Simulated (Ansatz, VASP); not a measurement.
# One calculation of PbSe, two programs

```
CELL_PARAMETERS angstrom
4.27355 0.00000 0.00000
-2.13677 3.70100 0.00000
0.00000 0.00000 7.55503
ATOMIC_POSITIONS crystal
Pb 0.00000 0.00000 0.00000
Pb 0.00000 0.00000 0.50000
Se 0.33333 0.66667 0.25000
Se 0.66667 0.33333 0.75000
```

Alike in both runs: task single point; functional PBE; k mesh 12 × 12 × 4; occupations fermi-dirac, width 0.02 eV; no spin polarisation.

```csv
,VASP,Ansatz
version,VASP 6.6.1,Ansatz 0.2.0
potentials or method,"VASP PAW PBE potentials, release 64 (Pb_d, Se)","plane waves, PAW"
plane-wave cutoff (eV),520,420
valence electrons in the cell,40,60
```

```csv
,VASP,Ansatz,Ansatz less VASP
pressure (GPa),0.9,0.9,+0.02
"traceless stress, the component that is largest in VASP (GPa)",0.06,0.06,+0.003
```

VASP's potentials hold 40 valence electrons a cell and Ansatz's 60, so a difference there can come from the potentials and not from the codes.

Spin-orbit coupling is off throughout.
